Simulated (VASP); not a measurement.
## Sb2As2C: single point with PBE

Sb2As2C:

```
Sb As C
1.0
    -1.89498    3.40355    4.43304
     1.89498   -3.40355    4.43304
     1.89498    3.40355   -4.43304
Sb As C
2 2 1
Direct
  0.21223 0.71223 0.50000
  0.78777 0.28777 0.50000
  0.22658 0.00000 0.22658
  0.77342 0.00000 0.77342
  0.50000 0.00000 0.50000
```

The cell was built from a structure type or drawn by symmetry, and may not be a known phase.

```
Program             : VASP 6.6.1
Task                : single point
Functional          : PBE
Potentials or basis : VASP PAW PBE potentials, release 64 (Sb_d_GW, As_d, C)
Cutoff              : 600 eV
k mesh              : 6 × 6 × 6
Occupations         : gaussian, width 0.1 eV
Spin                : no spin polarisation
```

```json
{"Pressure": "-0.2 GPa", "Largest force": "0.073 eV/Å", "Band gap on the k mesh": "zero (bands 32 and 33 overlap by 1.91 eV)"}
```

Forces in eV/Å, atoms in the order of the input:
```
Sb   0.000  0.000 -0.019
Sb   0.000  0.000  0.019
As   0.000  0.073  0.000
As   0.000 -0.073  0.000
C    0.000  0.000  0.000
```

Stress tensor (GPa, compression positive):
```
 0.03  0.00  0.00
 0.00 -0.55  0.00
 0.00  0.00 -0.01
```

Levels at points of the mesh, in eV from the Fermi level:
| k point | band 30 | band 31 | band 32 | band 33 | band 34 | band 35 |
| --- | --- | --- | --- | --- | --- | --- |
| (0.00, 0.00, 0.00) | -0.50 | -0.15 | 0.17 | 0.53 | 2.11 | 2.17 |
| (0.50, 0.00, 0.00) | -1.74 | -1.61 | -0.43 | 1.54 | 1.67 | 2.66 |
| (0.00, 0.50, 0.00) | -2.11 | -1.72 | -1.36 | -0.86 | 0.48 | 1.18 |
| (0.50, 0.50, 0.00) | -2.93 | -0.87 | -0.38 | -0.10 | 0.53 | 1.04 |
| (0.50, 0.50, 0.50) | -1.09 | -0.50 | 0.37 | 0.59 | 0.68 | 1.45 |

Run time: 5 min on 1 thread of AMD EPYC 9R45 96-Core Processor (Zen 5), on a shared host, peak memory 0.47 GiB.

Caveat: spin-orbit coupling is left out, which moves the levels of the heavy elements.
